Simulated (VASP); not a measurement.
# CaMg12 in VASP: notebook

Runs on CaMg12. Level: PBE. Tasks: single point.

Everything below comes from runs of VASP 6.6.1. Logs are shortened: lines on timing, memory, paths and dates and some standing lists are left out, and cuts for length are marked.

## (1) The cell of the first run

The cell holds a slab with vacuum, 13 atoms: a = 6.420 Å, b = 6.420 Å, c = 18.213 Å, α = 90.00°, β = 90.00°, γ = 60.00°.

## (2) Single point, PBE

The input, INCAR:

```
PREC = Accurate
ENCUT = 520
EDIFF = 1E-7
ISMEAR = 0
SIGMA = 0.15
LREAL = F
LASPH = T
NELM = 80
ALGO = Normal
ISIF = 2
LWAVE = F
LCHARG = T
GGA = PE
LELF = T
LVHAR = T
NBANDS = 29
```

The input, KPOINTS:

```
regular mesh
0
Gamma
  5 5 1
```

The input, POSCAR:

```
CaMg12
1.0
    6.4200000000      0.0000000000      0.0000000000
    3.2100000000      5.5598830000      0.0000000000
    0.0000000000      0.0000000000     18.2130400000
Mg Ca
12 1
Direct
    0.0000000000      0.0000000000      0.0549057000
    0.5000000000      0.0000000000      0.0549057000
    0.0000000000      0.5000000000      0.0549057000
    0.5000000000      0.5000000000      0.0549057000
   -0.1639986403      0.3355583015      0.1971929533
    0.3333033330      0.3306467837      0.2023035501
   -0.1694700550      0.8335454296      0.2025368696
    0.3342078575      0.8344969475      0.1981582450
   -0.0007880464      0.0130656168      0.3369274434
    0.5019209912      0.0023847058      0.3623267382
    0.0056451186      0.5059351011      0.3529897475
    0.5135195291      0.4988857399      0.3360881381
    0.2345350222      0.7264332930      0.4865467266
```

Potentials or basis: VASP PAW PBE potentials, release 64 (Mg, Ca_sv).

On the command line:

```sh
$ cat potpaw_PBE.64/Mg/POTCAR potpaw_PBE.64/Ca_sv/POTCAR > POTCAR
$ mpirun -np 1 vasp_std > vasp.out
```

OUTCAR:

```text
PREC = Accurate
   ENCUT = 520
   EDIFF = 1E-7
   ISMEAR = 0
   LREAL = F
   LASPH = T
   NELM = 80
   ISIF = 2
   GGA = PE

 ion  position               nearest neighbor table
   1  0.000  0.000  0.055-   5 3.19   8 3.20   3 3.21   3 3.21   4 3.21   4 3.21   2 3.21   2 3.21
                             7 3.27
   2  0.500  0.000  0.055-   8 3.19   4 3.21   3 3.21   4 3.21   3 3.21   1 3.21   1 3.21   6 3.25
                             7 3.26
   3  0.000  0.500  0.055-   5 3.17   1 3.21   1 3.21   2 3.21   2 3.21   4 3.21   4 3.21   6 3.26
                             7 3.27
   4  0.500  0.500  0.055-   5 3.19   8 3.20   2 3.21   1 3.21   2 3.21   1 3.21   3 3.21   3 3.21
                             6 3.27
   5  0.836  0.336  0.197-  12 3.10   9 3.11   3 3.17   6 3.18   7 3.18   1 3.19   4 3.19   8 3.21
                             8 3.21   7 3.24   6 3.24  11 3.41
   6  0.333  0.331  0.202-  12 3.11   5 3.18   8 3.18   7 3.19   7 3.23   8 3.24   5 3.24   2 3.25
                             3 3.26   4 3.27  11 3.29  10 3.44
   7  0.831  0.834  0.203-   9 3.12   5 3.18   8 3.18   6 3.19   6 3.23   8 3.24   5 3.24   2 3.26
                             3 3.27   1 3.27  11 3.29  10 3.44
   8  0.334  0.834  0.198-  12 3.13   9 3.14   6 3.18   7 3.18   2 3.19   1 3.20   4 3.20   5 3.21
                             5 3.21   7 3.24   6 3.24  10 3.52
   9  0.999  0.013  0.337-   5 3.11  12 3.12   7 3.12   8 3.14  11 3.20  13 3.21  10 3.23  11 3.25
                            10 3.26  12 3.30
  10  0.502  0.002  0.362-  11 3.21  11 3.22   9 3.23  12 3.23   9 3.26  12 3.26   7 3.44   6 3.44
                             8 3.52
  11  0.006  0.506  0.353-  12 3.20   9 3.20  10 3.21  10 3.22   9 3.25  12 3.25   7 3.29   6 3.29
                             5 3.41
  12  0.514  0.499  0.336-   5 3.10   6 3.11   9 3.12   8 3.13  11 3.20  13 3.20  10 3.23  11 3.25
                            10 3.26   9 3.30
  13  0.235  0.726  0.487-  12 3.20   9 3.21

  LATTYP: Found a hexagonal cell.
 ALAT       =     6.4199999201
 C/A-ratio  =     2.8369221537

  Lattice vectors:

 A1 = (  -3.2100000000,  -5.5598830000,   0.0000000000)
 A2 = (   6.4200000000,   0.0000000000,   0.0000000000)
 A3 = (   0.0000000000,   0.0000000000,  18.2130400000)

Analysis of symmetry for initial positions (statically):
=====================================================================
 Subroutine PRICEL returns:
 Original cell was already a primitive cell.

 Routine SETGRP: Setting up the symmetry group for a
 hexagonal supercell.

 Subroutine GETGRP returns: Found  1 space group operations
 (whereof  1 operations were pure point group operations)
 out of a pool of 24 trial point group operations.

The static configuration has the point symmetry C_1 .

Analysis of symmetry for dynamics (positions and initial velocities):
=====================================================================
 Subroutine PRICEL returns:
 Original cell was already a primitive cell.

 Routine SETGRP: Setting up the symmetry group for a
 hexagonal supercell.

 Subroutine GETGRP returns: Found  1 space group operations
 (whereof  1 operations were pure point group operations)
 out of a pool of 24 trial point group operations.

The dynamic configuration has the point symmetry C_1 .

 Subroutine INISYM returns: Found  1 space group operations
 (whereof  1 operations are pure point group operations),
 and found     1 'primitive' translations

----------------------------------------------------------------------------------------

                                     Primitive cell

  volume of cell :     650.1044

  direct lattice vectors                    reciprocal lattice vectors
     6.420000000  0.000000000  0.000000000     0.155763240 -0.089929950  0.000000000
     3.210000000  5.559883000  0.000000000     0.000000000  0.179859900  0.000000000
     0.000000000  0.000000000 18.213040000     0.000000000  0.000000000  0.054905716

  length of vectors
     6.420000000  6.419999920 18.213040000     0.179859898  0.179859900  0.054905716

  position of ions in fractional coordinates (direct lattice)
     0.000000000  0.000000000  0.054905700
     0.500000000  0.000000000  0.054905700
     1.000000000  0.500000000  0.054905700
     0.500000000  0.500000000  0.054905700
     0.836001360  0.335558302  0.197192953
     0.333303333  0.330646784  0.202303550
     0.830529945  0.833545430  0.202536870
     0.334207857  0.834496947  0.198158245
     0.999211954  0.013065617  0.336927443
     0.501920991  0.002384706  0.362326738
     0.005645119  0.505935101  0.352989747
     0.513519529  0.498885740  0.336088138
     0.234535022  0.726433293  0.486546727

  ion indices of the primitive-cell ions
   primitive index   ion index
                 1           1
                 2           2
                 3           3
                 4           4
                 5           5
                 6           6
                 7           7
                 8           8
                 9           9
                10          10
                11          11
                12          12
                13          13

----------------------------------------------------------------------------------------

 KPOINTS: regular mesh

Automatic generation of k-mesh.
 Grid dimensions read from file:
 generate k-points for:    5    5    1

 Generating k-lattice:

  Cartesian coordinates                     Fractional coordinates (reciprocal lattice)
     0.031152648 -0.017985990  0.000000000     0.200000000  0.000000000  0.000000000
     0.000000000  0.035971980  0.000000000     0.000000000  0.200000000  0.000000000
     0.000000000  0.000000000  0.054905716     0.000000000  0.000000000  1.000000000

  Length of vectors
     0.035971980  0.035971980  0.054905716

  Shift w.r.t. Gamma in fractional coordinates (k-lattice)
     0.000000000  0.000000000  0.000000000

 Subroutine IBZKPT returns following result:
 ===========================================

 Found     13 irreducible k-points:

 Following reciprocal coordinates:
            Coordinates               Weight
  0.000000  0.000000  0.000000      1.000000
  0.200000 -0.000000  0.000000      2.000000
  0.200000  0.200000  0.000000      2.000000
  0.000000  0.200000  0.000000      2.000000
  0.400000 -0.000000  0.000000      2.000000
  0.400000  0.400000  0.000000      2.000000
  0.000000  0.400000  0.000000      2.000000
  0.400000  0.200000  0.000000      2.000000
  0.200000  0.400000  0.000000      2.000000
 -0.200000  0.200000  0.000000      2.000000
 -0.400000  0.200000  0.000000      2.000000
  0.400000 -0.400000  0.000000      2.000000
 -0.200000  0.400000  0.000000      2.000000
   k-points           NKPTS =     13   k-points in BZ     NKDIM =     13   number of bands    NBANDS=     29
   number of dos      NEDOS =    301   number of ions     NIONS =     13
   total plane-waves  NPLWV = 322560
   dimension x,y,z NGX =    48 NGY =   48 NGZ =  140
   dimension x,y,z NGXF=    96 NGYF=   96 NGZF=  280
   ions per type =              12   1
   NGX,Y,Z   is equivalent  to a cutoff of  12.43, 12.43, 12.78 a.u.
   NGXF,Y,Z  is equivalent  to a cutoff of  24.86, 24.86, 25.56 a.u.
 SYSTEM =  unknown system
   PREC   = accura    normal or accurate (medium, high low for compatibility)
   ISTART =      0    job   : 0-new  1-cont  2-samecut
   ICHARG =      2    charge: 1-file 2-atom 10-const
   ISPIN  =      1    spin polarized calculation?
   LNONCOLLINEAR =      F non collinear calculations
   LSORBIT =      F    spin-orbit coupling
   LASPH  =      T    aspherical Exc in radial PAW
   ENCUT  =  520.0 eV  38.22 Ry    6.18 a.u.  11.94 11.94 33.86*2*pi/ulx,y,z
   NELM   =     80;   NELMIN=  2; NELMDL= -5     # of ELM steps
   EDIFF  = 0.1E-06   stopping-criterion for ELM
   LREAL  =      F    real-space projection
   EDIFFG = 0.1E-05   stopping-criterion for IOM
   NSW    =      0    number of steps for IOM
   IBRION =     -1    ionic relax: 0-MD 1-quasi-New 2-CG
   NFREE  =      0    steps in history (QN), initial steepest desc. (CG)
   ISIF   =      2    stress and relaxation
   ISYM   =      2    0-nonsym 1-usesym 2-fastsym
   POTIM  = 0.5000    time-step for ionic-motion
   TEBEG  =    0.0;   TEEND  =   0.0 temperature during run
   PSTRESS=    0.0 pullay stress
   NELECT =      34.0000    total number of electrons
   NUPDOWN=      -1.0000    fix difference up-down
   EMIN   =  10.00;   EMAX   =-10.00  energy-range for DOS
   EFERMI =   0.00;   METHOD = LEGACY
   ISMEAR =     0;   SIGMA  =   0.15  broadening in eV -4-tet -1-fermi 0-gaus
   EFERMI_NEDOS =   21; number of points for ismear=-14 and -15
   IALGO  =     38    algorithm
   IMIX   =      4    mixing-type and parameters
     AMIX     =   0.40;   BMIX     =  1.00
     AMIX_MAG =   1.60;   BMIX_MAG =  1.00
  volume/ion in A,a.u.               =      50.01       337.47
  Fermi-wavevector in a.u.,A,eV,Ry     =   0.612219  1.156926  5.099627  0.374812
  Thomas-Fermi vector in A             =   1.668427
   LORBIT       =      0    0 simple, 1 ext, 2 COOP (PROOUT), +10 PAW based schemes
   GGA     = PE    functional components
   LHFCALC =     F    Hartree Fock is set to
   AEXX    =    0.0000 exact exchange contribution
   IVDW    =     0    specifies the selected vdW correction
   LEPSILON=     F    determine dielectric tensor
   LRPA    =     F    only Hartree local field effects (RPA)
 non-spin polarized calculation
 Gauss-broadening in eV      SIGMA  =   0.15
  energy-cutoff  :      520.00
  volume of cell :      650.10
 maximum number of plane-waves:     17538
   NGX = 23   NGY = 23   NGZ = 67

 number of electron      34.0000000 magnetization

 Free energy of the ion-electron system (eV)
  ---------------------------------------------------
  ext. energy  EPLUGINS =         0.00000000
  ---------------------------------------------------
  free energy    TOTEN  =       -16.97168405 eV

  energy without entropy =      -16.88682476  energy(sigma->0) =      -16.92925441

 E-fermi :  -0.1674     XC(G=0):  -5.2054

 val. band max:       -0.1817285949   @ k =   0.0000   0.4000   0.0000
 cond. band min:      -0.1555393349   @ k =   0.4000   0.4000   0.0000
 fundamental gap:      0.0261892600
 Fermi energy:        -0.1674312718

 k-point     1 :       0.0000    0.0000    0.0000
  band No.  band energies     occupation
      1     -43.3676      2.00000
      2     -24.3637      2.00000
      3     -24.3344      2.00000
      4     -24.3336      2.00000
      5      -6.5787      2.00000
      6      -5.3804      2.00000
[... 21 lines left out ...]
     28       1.3955      0.00000
     29       1.7941      0.00000

 k-point     2 :       0.2000   -0.0000    0.0000
  band No.  band energies     occupation
      1     -43.3676      2.00000
      2     -24.3638      2.00000
      3     -24.3344      2.00000
      4     -24.3336      2.00000
      5      -6.3844      2.00000
      6      -5.1881      2.00000
[... 21 lines left out ...]
     28       1.5968      0.00000
     29       1.6529      0.00000

 k-point     3 :       0.2000    0.2000    0.0000
  band No.  band energies     occupation
      1     -43.3676      2.00000
      2     -24.3638      2.00000
      3     -24.3344      2.00000
      4     -24.3336      2.00000
      5      -6.3847      2.00000
      6      -5.1883      2.00000
[... 286 lines left out ...]
      5      -5.2870      2.00000
      6      -5.1665      2.00000
[... 21 lines left out ...]
     28       1.9116      0.00000
     29       2.0515      0.00000

 k-point    13 :      -0.2000    0.4000    0.0000
  band No.  band energies     occupation
      1     -43.3676      2.00000
      2     -24.3638      2.00000
      3     -24.3344      2.00000
      4     -24.3337      2.00000
      5      -5.2417      2.00000
      6      -5.2149      2.00000
[... 21 lines left out ...]
     28       1.7466      0.00000
     29       1.9563      0.00000

------------------------ aborting loop because EDIFF is reached ----------------------------------------

  FORCE on cell =-STRESS in cart. coord.  units (eV):
  Direction    XX          YY          ZZ          XY          YZ          ZX
  --------------------------------------------------------------------------------------
  -------------------------------------------------------------------------------------
  Total       -5.7625972     -5.3105468     -0.1712347     -0.4124779     -0.0402520     -0.0676765
  in kB      -14.2018763    -13.0878016     -0.4220065     -1.0165486     -0.0992008     -0.1667882
  external PRESSURE =      -9.2372281 kB  Pullay stress =       0.0000000 kB

 VOLUME and BASIS-vectors are now :
 -----------------------------------------------------------------------------
  energy-cutoff  :      520.00
  volume of cell :      650.10
      direct lattice vectors                 reciprocal lattice vectors
     6.420000000  0.000000000  0.000000000     0.155763240 -0.089929950  0.000000000
     3.210000000  5.559883000  0.000000000     0.000000000  0.179859900  0.000000000
     0.000000000  0.000000000 18.213040000     0.000000000  0.000000000  0.054905716

 POSITION                                       TOTAL-FORCE (eV/Angst)
 -----------------------------------------------------------------------------------
      0.00000      0.00000      1.00000        -0.016086     -0.043182      0.005693
      3.21000      0.00000      1.00000         0.016068      0.008253      0.013454
      1.60500      2.77994      1.00000         0.054233      0.032776      0.016847
      4.81500      2.77994      1.00000        -0.043988      0.008232      0.005075
      6.44427      1.86566      3.59148         0.008160      0.003860     -0.002243
      3.20118      1.83836      3.68456        -0.004875      0.001042     -0.013798
      8.00768      4.63442      3.68881        -0.001227     -0.004547     -0.013268
      4.82435      4.63971      3.60906         0.002974      0.002206     -0.000835
      6.45688      0.07264      6.13647        -0.005431      0.001039     -0.002635
      3.22999      0.01326      6.59907         0.000660      0.000531     -0.008757
      1.66029      2.81294      6.42902        -0.008141     -0.004947     -0.011618
      4.89822      2.77375      6.12119        -0.002197     -0.004856     -0.001119
      3.83757      4.03888      8.86149        -0.000151     -0.000408      0.013205
 -----------------------------------------------------------------------------------
    total drift:                               -0.000261     -0.000072     -0.000586

  FREE ENERGIE OF THE ION-ELECTRON SYSTEM (eV)
  ---------------------------------------------------
  free  energy   TOTEN  =       -16.9716840528 eV

  energy  without entropy=      -16.8868247645  energy(sigma->0) =      -16.92925441
```

Run time: 11 min. Hardware: 1 thread of Oxide Virtual Turin-like, shared host; peak memory 0.7 GiB.

What came out:

```yaml
Free_energy: -16.9717 eV
Largest_force: 0.066 eV/Å
Band_gap_on_the_k_mesh: zero (band 17 reaches -0.16 eV, above the bottom of band 18 at -0.52 eV)
```

Forces in eV/Å, atoms in the order of the input:
```
Mg  -0.016 -0.043  0.006
Mg   0.016  0.008  0.013
Mg   0.054  0.033  0.017
Mg  -0.044  0.008  0.005
Mg   0.008  0.004 -0.002
Mg  -0.005  0.001 -0.014
Mg  -0.001 -0.005 -0.013
Mg   0.003  0.002 -0.001
Mg  -0.005  0.001 -0.003
Mg   0.001  0.001 -0.009
Mg  -0.008 -0.005 -0.012
Mg  -0.002 -0.005 -0.001
Ca   0.000  0.000  0.013
```

Levels at points of the mesh, in eV from the Fermi level:
```
           k point  band 14  band 15  band 16  band 17  band 18  band 19  band 20  band 21
(0.00, 0.00, 0.00)    -1.49    -0.82    -0.80    -0.73    -0.35    -0.28    -0.21    -0.07
```

## (3) Single point, PBE

The input, INCAR:

```
SYSTEM = CaMg12
PREC = Accurate
ENCUT = 520
EDIFF = 1E-6
ISMEAR = 0
SIGMA = 0.15
LREAL = .False.
LASPH = .True.
NELM = 100
ALGO = Normal
ISIF = 2
LWAVE = .False.
LCHARG = .True.
GGA = PE
LELF = .True.
LVHAR = .True.
NBANDS = 29
```

The input, KPOINTS:

```
regular mesh
0
Gamma
  5 5 1
  0 0 0
```

The input, POSCAR:

```
CaMg12
1.0
    6.4200000000      0.0000000000      0.0000000000
    3.2100000000      5.5598830000      0.0000000000
    0.0000000000      0.0000000000     18.2130400000
Mg Ca
12 1
Direct
    0.0000000000      0.0000000000      0.0549057159
    0.5000000000      0.0000000000      0.0549057159
   -0.0000000450      0.5000000899      0.0549057159
    0.4999999550      0.5000000899      0.0549057159
   -0.1639986305      0.3355583202      0.1971929453
    0.3333034382      0.3306467061      0.2023035693
   -0.1694700611      0.8335454181      0.2025368637
    0.3342079478      0.8344968770      0.1981582427
   -0.0007880773      0.0130655627      0.3369274432
    0.5019210144      0.0023847624      0.3623267176
    0.0056450634      0.5059351069      0.3529897260
    0.5135196221      0.4988856780      0.3360881544
    0.2345350774      0.7264332721      0.4865467270
```

Potentials or basis: VASP PAW PBE potentials, release 64 (Mg, Ca_sv).

On the command line:

```sh
$ cat potpaw_PBE.64/Mg/POTCAR potpaw_PBE.64/Ca_sv/POTCAR > POTCAR
$ mpirun -np 1 vasp_std > vasp.out
```

Run time: 11 min. Hardware: 1 thread of Oxide Virtual Turin-like, shared host; peak memory 0.73 GiB.

It converged, with:

- Free energy: -16.9717 eV
- Largest force: 0.066 eV/Å
- Band gap on the k mesh: zero (band 17 reaches -0.16 eV, above the bottom of band 18 at -0.52 eV)

Forces on the atoms (eV/Å):
```
Mg  -0.016 -0.043  0.006
Mg   0.016  0.008  0.013
Mg   0.054  0.033  0.017
Mg  -0.044  0.008  0.005
Mg   0.008  0.004 -0.002
Mg  -0.005  0.001 -0.014
Mg  -0.001 -0.005 -0.013
Mg   0.003  0.002 -0.001
Mg  -0.005  0.001 -0.003
Mg   0.001  0.001 -0.009
Mg  -0.008 -0.005 -0.012
Mg  -0.002 -0.005 -0.001
Ca   0.000  0.000  0.013
```

Levels at points of the mesh, in eV from the Fermi level:
```tsv
k point	band 14	band 15	band 16	band 17	band 18	band 19	band 20	band 21
(0.00, 0.00, 0.00)	-1.49	-0.82	-0.80	-0.73	-0.35	-0.28	-0.21	-0.07
```

## (4) Single point, PBE

The input, INCAR:

```
PREC = Accurate
ENCUT = 520
EDIFF = 1E-6
ISMEAR = 0
SIGMA = 0.15
LREAL = F
LASPH = T
NELM = 100
ALGO = Normal
ISIF = 2
LWAVE = F
LCHARG = F
GGA = PE
NBANDS = 29
```

The input, KPOINTS:

```
regular mesh
0
Gamma
  5 5 1
```

The input, POSCAR:

```
CaMg12
1.0
    6.4200000000      0.0000000000      0.0000000000
    3.2100000000      5.5598830000      0.0000000000
    0.0000000000      0.0000000000     18.2130400000
Mg Ca
12 1
Direct
    0.0000000000      0.0000000000      0.0549057159
    0.5000000000      0.0000000000      0.0549057159
   -0.0000000450      0.5000000899      0.0549057159
    0.4999999550      0.5000000899      0.0549057159
   -0.1679115189      0.3369563712      0.1989152278
    0.3326950645      0.3335248242      0.2038941330
   -0.1685250977      0.8293467686      0.1983675982
    0.3348397293      0.8316797314      0.1980359676
   -0.0071943025      0.0035621253      0.3303007076
    0.5063405453     -0.0055673833      0.3468484119
    0.0093442722      0.4951030444      0.3632390858
    0.5063866244      0.4983993368      0.3473068746
    0.2225227174      0.8894991136      0.4865638575
```

On the command line:

```sh
$ cat potpaw_PBE.64/Mg/POTCAR potpaw_PBE.64/Ca_sv/POTCAR > POTCAR
$ mpirun -np 1 vasp_std > vasp.out
```

Run time: 10 min. Hardware: 1 thread of Oxide Virtual Turin-like, shared host; peak memory 0.73 GiB.

It converged, with:

| Item | Value |
| --- | --- |
| Free energy | -16.9657 eV |
| Largest force | 0.045 eV/Å |
| Band gap on the k mesh | zero (band 17 reaches -0.17 eV, above the bottom of band 18 at -0.54 eV) |

Forces in eV/Å, atoms in the order of the input:
```
Mg   0.012 -0.006 -0.008
Mg  -0.018  0.033  0.012
Mg   0.036 -0.027  0.002
Mg  -0.033 -0.005  0.014
Mg   0.006  0.037 -0.025
Mg  -0.009 -0.003 -0.004
Mg  -0.012 -0.012  0.003
Mg   0.022 -0.006 -0.015
Mg  -0.003 -0.014  0.025
Mg   0.006  0.000  0.001
Mg   0.003 -0.001  0.005
Mg   0.001 -0.003 -0.002
Ca  -0.010  0.007 -0.007
```

Levels at points of the mesh, in eV from the Fermi level:
| k point | band 15 | band 16 | band 17 | band 18 | band 19 | band 20 |
| --- | --- | --- | --- | --- | --- | --- |
| (0.00, 0.00, 0.00) | -0.84 | -0.78 | -0.72 | -0.37 | -0.31 | -0.17 |
